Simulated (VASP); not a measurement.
Wanted: the native input for a VASP 6.6.1 run.

| Item | Value |
| --- | --- |
| Task | single point |
| Functional | LDA |
| Potentials or basis | VASP PAW LDA potentials, release 64 (Ca_sv, Pd, B) |
| Cutoff | 500 eV |
| k mesh | 8 × 8 × 8 |
| Occupations | gaussian, width 0.0518 eV |
| Spin | no spin polarisation |
| Dipole correction | no |
| Further INCAR settings | ALGO = Normal; EDIFF = 1e-06; NBANDS = 30 |

The structure of CaBPd3 lies in POSCAR:

```
CaBPd3
1.0
    4.2005640000      0.0000000000      0.0000000000
    0.0000000000      4.2005640000      0.0000000000
    0.0000000000      0.0000000000      4.2005640000
Ca Pd B
1 3 1
Direct
    0.0000000000      0.0000000000      0.0000000000
    0.0000000000      0.5000000000      0.5000000000
    0.5000000000      0.0000000000      0.5000000000
    0.5000000000      0.5000000000      0.0000000000
    0.5000000000      0.5000000000      0.5000000000
```

These files were run (other wordings do the same):

INCAR

```
SYSTEM = CaBPd3
PREC     = Accurate       ! precision mode
ENCUT    = 500            ! plane-wave cutoff, eV
EDIFF    = 1E-6           ! SCF threshold, eV
ISMEAR   = 0              ! smearing method
SIGMA    = 0.0518         ! smearing width, eV
LREAL    = .FALSE.        ! projectors in reciprocal space
LASPH    = .TRUE.         ! aspherical terms in the spheres
NELM     = 120            ! most SCF steps
ALGO     = Normal         ! electronic algorithm
ISIF     = 2              ! what is computed and relaxed
LWAVE    = .FALSE.        ! write WAVECAR
LCHARG   = .FALSE.        ! write CHGCAR
NBANDS   = 30             ! bands
GGA_COMPAT= .FALSE.
```

KPOINTS

```
Automatic mesh
0
G
  8 8 8
  0 0 0
```

Potentials or basis: VASP PAW LDA potentials, release 64 (Ca_sv, Pd, B).

The run is started by

```console
$ cat potpaw_LDA.64/Ca_sv/POTCAR potpaw_LDA.64/Pd/POTCAR potpaw_LDA.64/B/POTCAR > POTCAR
$ mpirun -np 1 vasp_std > vasp.out
```

Results of the run:

- Pressure: 0.2 GPa
- Band gap on the k mesh: zero (an odd number of electrons rules out a gap without spin polarisation)

Run time: 47 s on 1 thread of AMD EPYC 7R13 Processor (Zen 3), with other jobs on the host, peak memory 0.17 GiB.
